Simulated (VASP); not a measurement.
Here is a VASP 6.6.1 calculation.

File INCAR:

```
SYSTEM = Li8Nb8HO23
  PREC = Accurate
  ENCUT = 520
  EDIFF = 1E-6
  ISMEAR = 0
  SIGMA = 0.01
  LREAL = Auto
  LASPH = .True.
  NELM = 60
  ALGO = Normal
  ISIF = 2
  LWAVE = .False.
  LCHARG = .False.
  GGA = PE
  NELECT = 266.0
  NBANDS = 160
```

Contents of KPOINTS:

```
Automatic mesh
0
Gamma
  1 1 1
  0.25 0.25 0.25
```

POSCAR

```
Li8Nb8HO23
1.0
    2.5949501400      1.4981951600      4.6722232500
   -5.1899002700      2.9963903200      9.3444465000
    0.0000000000     -5.9927806400      9.3444465000
Li Nb O H
8 8 23 1
Direct
    0.7323786385      0.3444645952      0.3557022706
    0.2087721556      0.1223378197      0.1077911191
    0.7129186195      0.3596853231      0.8634274884
    0.2265541272      0.1066222022      0.6065033415
    0.7333828430      0.8609311914      0.3651728831
    0.2258993689      0.6052087361      0.1115635987
    0.7277484410      0.8549585352      0.8540181016
    0.2066376061      0.6127375640      0.6141811492
    0.9864340907      0.5008420010      0.5011937796
    0.4985440512      0.2481105639      0.2505210322
    1.0001142589      0.4969749260      1.0011318243
    0.5012627279      0.2510674242      0.7458819746
    1.0043156238      0.9953091540      0.5003478715
    0.5103078129      0.7734270139      0.2353589402
    1.0171653976      1.0038455424      0.9908656133
    0.5012945021      0.7471643445      0.7507091154
    0.2847830903      0.3262180079      0.4406829596
    0.6452092950      0.4403211038      0.1400841652
    0.8920782228      0.1361759564      0.3222400619
    0.3905208357      0.0683059005      0.3918173137
    0.7812238422      0.1916884844      0.0721851212
    0.1424602564      0.3857211422      0.1951944482
    0.2805828771      0.3208793738      0.9414118893
    0.6347462610      0.4446581048      0.6392194128
    0.8920768228      0.1393743523      0.8187282624
    0.3877915318      0.0694625340      0.8895209207
    0.7799441757      0.1916404055      0.5713273268
    0.1503544756      0.3907823754      0.6868230892
    0.2773802342      0.8141850677      0.4463764258
    0.6352883336      0.9498437550      0.1378711506
    0.8902855037      0.6389461844      0.3194507170
    0.7693321627      0.6892655259      0.0789994937
    0.1409746303      0.8846144998      0.1965628810
    0.2733460838      0.8210020238      0.9444284513
    0.6451914688      0.9416321505      0.6404161361
    0.8858617333      0.6395165037      0.8234677085
    0.3879793102      0.5697418816      0.8906613670
    0.7887916697      0.6897443581      0.5710866404
    0.1467011848      0.8859712160      0.6937510160
    0.3797215279      0.5804426399      0.3869842899
```

Potentials or basis: VASP PAW PBE potentials, release 64 (Li_sv, Nb_sv, O, H).

Launch:

```sh
$ cat potpaw_PBE.64/Li_sv/POTCAR potpaw_PBE.64/Nb_sv/POTCAR potpaw_PBE.64/O/POTCAR potpaw_PBE.64/H/POTCAR > POTCAR
$ mpirun -np 1 vasp_std > vasp.out
```

**Question.** Predict the largest force.

**Answer.** 0.042 eV/Å.

Forces on the atoms (eV/Å):
```
Li   0.002  0.007  0.003
Li   0.006 -0.005 -0.002
Li   0.003  0.003 -0.002
Li   0.001  0.002 -0.005
Li  -0.002  0.001 -0.005
Li  -0.005  0.002 -0.004
Li   0.003 -0.002 -0.002
Li   0.000 -0.011 -0.005
Nb  -0.003  0.007  0.038
Nb   0.009 -0.004  0.030
Nb  -0.006  0.002  0.042
Nb   0.005 -0.012  0.033
Nb   0.011 -0.002  0.031
Nb   0.007 -0.020  0.026
Nb  -0.005 -0.024  0.030
Nb  -0.008  0.003  0.038
O   -0.002  0.006 -0.007
O    0.015  0.005 -0.017
O   -0.010 -0.006 -0.010
O   -0.013  0.003 -0.003
O    0.003 -0.009 -0.008
O   -0.007  0.010 -0.013
O   -0.004  0.010 -0.011
O    0.008 -0.003 -0.019
O   -0.012  0.001 -0.019
O   -0.014  0.008 -0.008
O    0.005 -0.005 -0.010
O   -0.005  0.006 -0.009
O   -0.005  0.012 -0.004
O    0.011  0.010 -0.003
O   -0.011 -0.006 -0.012
O    0.020  0.003 -0.017
O   -0.012  0.016 -0.009
O    0.004  0.009 -0.013
O    0.010 -0.004 -0.012
O   -0.002 -0.007 -0.005
O   -0.004 -0.007 -0.016
O    0.009 -0.012 -0.011
O    0.003  0.009 -0.010
H   -0.004 -0.002  0.003
```

Caveat: the k points lie up to 1.14 Å⁻¹ apart, too coarse for converged energies, forces and pressures; the cell carries a net charge on a neutralising background, which shifts energy and pressure.
